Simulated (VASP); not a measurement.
# CdTe (Pnma) in VASP: single point with PBE

Aim: the single point of CdTe with PBE.

Program: VASP 6.6.1. These are calculated values, not measurements. Logs are shortened: lines on timing, memory, paths and dates and some standing lists are left out, and cuts for length are marked.

## 1. The cell of the first run

It takes space group Pnma (No. 62, orthorhombic). The conventional cell has a = 8.610 Å, b = 4.814 Å, c = 8.051 Å, α = 90.00°, β = 90.00°, γ = 90.00°. Cd (site symmetry m) has 4 Te at 2.82 to 2.92 Å within 3.7 Å. Within 3.7 Å of Te (site symmetry m) lie 4 Cd at 2.82 to 2.92 Å.

The cell was generated, and may not be a known phase.

## 2. Single point, PBE

Contents of INCAR:

```
PREC = Accurate ; ENCUT = 520
EDIFF = 1E-6 ; ISMEAR = 0
SIGMA = 0.02 ; LREAL = F
LASPH = T ; NELM = 60
ALGO = Normal ; ISIF = 2
LWAVE = F ; LCHARG = F
GGA = PE ; NBANDS = 46
```

Contents of KPOINTS:

```
Automatic mesh
0
Gamma
  4 6 4
```

Contents of POSCAR:

```
CdTe
1.0
    8.6097497000      0.0000000000      0.0000000000
    0.0000000000      4.8142369000      0.0000000000
    0.0000000000      0.0000000000      8.0512858000
Cd Te
4 4
Direct
    0.8471350000      0.7500000000      0.3973710000
    0.6528650000      0.2500000000      0.8973710000
    0.3471350000      0.7500000000      0.1026290000
    0.1528650000      0.2500000000      0.6026290000
    0.8140750000      0.2500000000      0.5922770000
    0.6859250000      0.7500000000      0.0922770000
    0.3140750000      0.2500000000      0.9077230000
    0.1859250000      0.7500000000      0.4077230000
```

Potentials or basis: VASP PAW PBE potentials, release 64 (Cd, Te).

Command:

```sh
$ cat potpaw_PBE.64/Cd/POTCAR potpaw_PBE.64/Te/POTCAR > POTCAR
$ mpirun -np 1 vasp_std > vasp.out
```

OUTCAR:

```text
PREC = Accurate
   ENCUT = 520
   EDIFF = 1E-6
   ISMEAR = 0
   LREAL = F
   LASPH = T
   NELM = 60
   ISIF = 2
   GGA = PE

 ion  position               nearest neighbor table
   1  0.847  0.750  0.397-   6 2.82   5 2.89   5 2.89   8 2.92
   2  0.653  0.250  0.897-   5 2.82   6 2.89   6 2.89   7 2.92
   3  0.347  0.750  0.103-   8 2.82   7 2.89   7 2.89   6 2.92
   4  0.153  0.250  0.603-   7 2.82   8 2.89   8 2.89   5 2.92
   5  0.814  0.250  0.592-   2 2.82   1 2.89   1 2.89   4 2.92
   6  0.686  0.750  0.092-   1 2.82   2 2.89   2 2.89   3 2.92
   7  0.314  0.250  0.908-   4 2.82   3 2.89   3 2.89   2 2.92
   8  0.186  0.750  0.408-   3 2.82   4 2.89   4 2.89   1 2.92

  LATTYP: Found a simple orthorhombic cell.
 ALAT       =     4.8142369000
 B/A-ratio  =     1.6723908622
 C/A-ratio  =     1.7883934420

  Lattice vectors:

 A1 = (   0.0000000000,   4.8142369000,   0.0000000000)
 A2 = (   0.0000000000,   0.0000000000,   8.0512858000)
 A3 = (   8.6097497000,   0.0000000000,   0.0000000000)

Analysis of symmetry for initial positions (statically):
=====================================================================
 Subroutine PRICEL returns:
 Original cell was already a primitive cell.

 Routine SETGRP: Setting up the symmetry group for a
 simple orthorhombic supercell.

 Subroutine GETGRP returns: Found  8 space group operations
 (whereof  2 operations were pure point group operations)
 out of a pool of  8 trial point group operations.

The static configuration has the point symmetry S_2 .
 The point group associated with its full space group is D_2h.

Analysis of symmetry for dynamics (positions and initial velocities):
=====================================================================
 Subroutine PRICEL returns:
 Original cell was already a primitive cell.

 Routine SETGRP: Setting up the symmetry group for a
 simple orthorhombic supercell.

 Subroutine GETGRP returns: Found  8 space group operations
 (whereof  2 operations were pure point group operations)
 out of a pool of  8 trial point group operations.

The dynamic configuration has the point symmetry S_2 .
 The point group associated with its full space group is D_2h.

 Subroutine INISYM returns: Found  8 space group operations
 (whereof  2 operations are pure point group operations),
 and found     1 'primitive' translations

----------------------------------------------------------------------------------------

                                     Primitive cell

  volume of cell :     333.7208

  direct lattice vectors                    reciprocal lattice vectors
     8.609749700  0.000000000  0.000000000     0.116147395  0.000000000  0.000000000
     0.000000000  4.814236900  0.000000000     0.000000000  0.207717240  0.000000000
     0.000000000  0.000000000  8.051285800     0.000000000  0.000000000  0.124203764

  length of vectors
     8.609749700  4.814236900  8.051285800     0.116147395  0.207717240  0.124203764

  position of ions in fractional coordinates (direct lattice)
     0.847135000  0.750000000  0.397371000
     0.652865000  0.250000000  0.897371000
     0.347135000  0.750000000  0.102629000
     0.152865000  0.250000000  0.602629000
     0.814075000  0.250000000  0.592277000
     0.685925000  0.750000000  0.092277000
     0.314075000  0.250000000  0.907723000
     0.185925000  0.750000000  0.407723000

  ion indices of the primitive-cell ions
   primitive index   ion index
                 1           1
                 2           2
                 3           3
                 4           4
                 5           5
                 6           6
                 7           7
                 8           8

----------------------------------------------------------------------------------------

 KPOINTS: Automatic mesh

Automatic generation of k-mesh.
 Grid dimensions read from file:
 generate k-points for:    4    6    4

 Generating k-lattice:

  Cartesian coordinates                     Fractional coordinates (reciprocal lattice)
     0.029036849  0.000000000  0.000000000     0.250000000  0.000000000  0.000000000
     0.000000000  0.034619540  0.000000000     0.000000000  0.166666667  0.000000000
     0.000000000  0.000000000  0.031050941     0.000000000  0.000000000  0.250000000

  Length of vectors
     0.029036849  0.034619540  0.031050941

  Shift w.r.t. Gamma in fractional coordinates (k-lattice)
     0.000000000  0.000000000  0.000000000

 Subroutine IBZKPT returns following result:
 ===========================================

 Found     36 irreducible k-points:

 Following reciprocal coordinates:
            Coordinates               Weight
  0.000000  0.000000  0.000000      1.000000
  0.250000  0.000000  0.000000      2.000000
  0.500000  0.000000  0.000000      1.000000
  0.000000  0.166667  0.000000      2.000000
  0.250000  0.166667  0.000000      4.000000
  0.500000  0.166667  0.000000      2.000000
[... 16 lines left out ...]
  0.250000  0.500000  0.250000      4.000000
  0.500000  0.500000  0.250000      2.000000
 [... further k-points ...]
   k-points           NKPTS =     36   k-points in BZ     NKDIM =     36   number of bands    NBANDS=     46
   number of dos      NEDOS =    301   number of ions     NIONS =      8
   total plane-waves  NPLWV = 138240
   dimension x,y,z NGX =    64 NGY =   36 NGZ =   60
   dimension x,y,z NGXF=   128 NGYF=   72 NGZF=  120
   ions per type =               4   4
   NGX,Y,Z   is equivalent  to a cutoff of  12.36, 12.43, 12.39 a.u.
   NGXF,Y,Z  is equivalent  to a cutoff of  24.72, 24.86, 24.78 a.u.
 SYSTEM =  unknown system
   PREC   = accura    normal or accurate (medium, high low for compatibility)
   ISTART =      0    job   : 0-new  1-cont  2-samecut
   ICHARG =      2    charge: 1-file 2-atom 10-const
   ISPIN  =      1    spin polarized calculation?
   LNONCOLLINEAR =      F non collinear calculations
   LSORBIT =      F    spin-orbit coupling
   LASPH  =      T    aspherical Exc in radial PAW
   ENCUT  =  520.0 eV  38.22 Ry    6.18 a.u.  16.01  8.95 14.97*2*pi/ulx,y,z
   NELM   =     60;   NELMIN=  2; NELMDL= -5     # of ELM steps
   EDIFF  = 0.1E-05   stopping-criterion for ELM
   LREAL  =      F    real-space projection
   EDIFFG = 0.1E-04   stopping-criterion for IOM
   NSW    =      0    number of steps for IOM
   IBRION =     -1    ionic relax: 0-MD 1-quasi-New 2-CG
   NFREE  =      0    steps in history (QN), initial steepest desc. (CG)
   ISIF   =      2    stress and relaxation
   ISYM   =      2    0-nonsym 1-usesym 2-fastsym
   POTIM  = 0.5000    time-step for ionic-motion
   TEBEG  =    0.0;   TEEND  =   0.0 temperature during run
   PSTRESS=    0.0 pullay stress
   NELECT =      72.0000    total number of electrons
   NUPDOWN=      -1.0000    fix difference up-down
   EMIN   =  10.00;   EMAX   =-10.00  energy-range for DOS
   EFERMI =   0.00;   METHOD = LEGACY
   ISMEAR =     0;   SIGMA  =   0.02  broadening in eV -4-tet -1-fermi 0-gaus
   EFERMI_NEDOS =   21; number of points for ismear=-14 and -15
   IALGO  =     38    algorithm
   IMIX   =      4    mixing-type and parameters
     AMIX     =   0.40;   BMIX     =  1.00
     AMIX_MAG =   1.60;   BMIX_MAG =  1.00
  volume/ion in A,a.u.               =      41.72       281.51
  Fermi-wavevector in a.u.,A,eV,Ry     =   0.981879  1.855482 13.117188  0.964086
  Thomas-Fermi vector in A             =   2.112919
   LORBIT       =      0    0 simple, 1 ext, 2 COOP (PROOUT), +10 PAW based schemes
   GGA     = PE    functional components
   LHFCALC =     F    Hartree Fock is set to
   AEXX    =    0.0000 exact exchange contribution
   IVDW    =     0    specifies the selected vdW correction
   LEPSILON=     F    determine dielectric tensor
   LRPA    =     F    only Hartree local field effects (RPA)
 non-spin polarized calculation
 Gauss-broadening in eV      SIGMA  =   0.02
  energy-cutoff  :      520.00
  volume of cell :      333.72
 maximum number of plane-waves:      9032
   NGX = 33   NGY = 17   NGZ = 29

 number of electron      72.0000020 magnetization

 Free energy of the ion-electron system (eV)
  ---------------------------------------------------
  ext. energy  EPLUGINS =         0.00000000
  ---------------------------------------------------
  free energy    TOTEN  =       -18.58892751 eV

  energy without entropy =      -18.58892751  energy(sigma->0) =      -18.58892751

 E-fermi :   0.9135     XC(G=0):  -7.5168

 val. band max:        0.8090793910   @ k =   0.0000   0.0000   0.0000
 cond. band min:       1.5891321147   @ k =   0.0000   0.0000   0.0000
 fundamental gap:      0.7800527237
 Fermi energy:         0.9135317084

 k-point     1 :       0.0000    0.0000    0.0000
  band No.  band energies     occupation
      1      -9.8935      2.00000
      2      -9.5721      2.00000
      3      -9.5474      2.00000
      4      -9.4554      2.00000
      5      -7.2924      2.00000
      6      -7.2459      2.00000
[... 38 lines left out ...]
     45       5.7376      0.00000
     46       5.9638      0.00000

 k-point     2 :       0.2500    0.0000    0.0000
  band No.  band energies     occupation
      1      -9.8599      2.00000
      2      -9.6601      2.00000
      3      -9.4934      2.00000
      4      -9.4558      2.00000
      5      -7.2757      2.00000
      6      -7.2416      2.00000
[... 38 lines left out ...]
     45       5.6290      0.00000
     46       5.7040      0.00000

 k-point     3 :       0.5000    0.0000    0.0000
  band No.  band energies     occupation
      1      -9.7715      2.00000
      2      -9.7715      2.00000
      3      -9.4636      2.00000
      4      -9.4636      2.00000
      5      -7.2355      2.00000
      6      -7.2355      2.00000
[... 1018 lines left out ...]
     45       6.1602      0.00000
     46       6.1602      0.00000

 k-point    24 :       0.5000    0.5000    0.2500
  band No.  band energies     occupation
      1      -9.5198      2.00000
      2      -9.5198      2.00000
      3      -9.5198      2.00000
      4      -9.5198      2.00000
      5      -7.1909      2.00000
      6      -7.1909      2.00000
[... 38 lines left out ...]
     45       6.6135      0.00000
     46       6.6135      0.00000

 [... further k-points ...]

------------------------ aborting loop because EDIFF is reached ----------------------------------------

  FORCE on cell =-STRESS in cart. coord.  units (eV):
  Direction    XX          YY          ZZ          XY          YZ          ZX
  --------------------------------------------------------------------------------------
  -------------------------------------------------------------------------------------
  Total        0.2539869      0.1526281      0.2762769      0.0000000     -0.0000000      0.0000000
  in kB        1.2193789      0.7327602      1.3263920      0.0000000     -0.0000000      0.0000000
  external PRESSURE =       1.0928437 kB  Pullay stress =       0.0000000 kB

 VOLUME and BASIS-vectors are now :
 -----------------------------------------------------------------------------
  energy-cutoff  :      520.00
  volume of cell :      333.72
      direct lattice vectors                 reciprocal lattice vectors
     8.609749700  0.000000000  0.000000000     0.116147395  0.000000000  0.000000000
     0.000000000  4.814236900  0.000000000     0.000000000  0.207717240  0.000000000
     0.000000000  0.000000000  8.051285800     0.000000000  0.000000000  0.124203764

 POSITION                                       TOTAL-FORCE (eV/Angst)
 -----------------------------------------------------------------------------------
      7.29362      3.61068      3.19935        -0.003559      0.000000     -0.001270
      5.62100      1.20356      7.22499         0.003559     -0.000000     -0.001270
      2.98875      3.61068      0.82630        -0.003559      0.000000      0.001270
      1.31613      1.20356      4.85194         0.003559      0.000000      0.001270
      7.00898      1.20356      4.76859        -0.003471     -0.000000      0.001286
      5.90564      3.61068      0.74295         0.003471     -0.000000      0.001286
      2.70411      1.20356      7.30834        -0.003471      0.000000     -0.001286
      1.60077      3.61068      3.28269         0.003471     -0.000000     -0.001286
 -----------------------------------------------------------------------------------
    total drift:                               -0.000000     -0.000000      0.000000

  FREE ENERGIE OF THE ION-ELECTRON SYSTEM (eV)
  ---------------------------------------------------
  free  energy   TOTEN  =       -18.5889275125 eV

  energy  without entropy=      -18.5889275125  energy(sigma->0) =      -18.58892751
```

Run time: 9.1 min. Hardware: 1 thread of Intel Xeon Platinum 8259CL at 2.50GHz (Skylake/Cascade Lake), shared host; peak memory 0.65 GiB.

What came out:

```
Free energy            : -18.5889 eV
Pressure               : 0.1 GPa
Largest force          : 0.004 eV/Å
Band gap on the k mesh : 0.78 eV
```

Forces in eV/Å, atoms in the order of the input:
```
Cd  -0.004  0.000 -0.001
Cd   0.004  0.000 -0.001
Cd  -0.004  0.000  0.001
Cd   0.004  0.000  0.001
Te  -0.003  0.000  0.001
Te   0.003  0.000  0.001
Te  -0.003  0.000 -0.001
Te   0.003  0.000 -0.001
```

Caveat: semilocal functionals underestimate gaps, and a narrow one can read as zero; spin-orbit coupling is left out, which moves the levels of the heavy elements. A k mesh can miss the band edges.
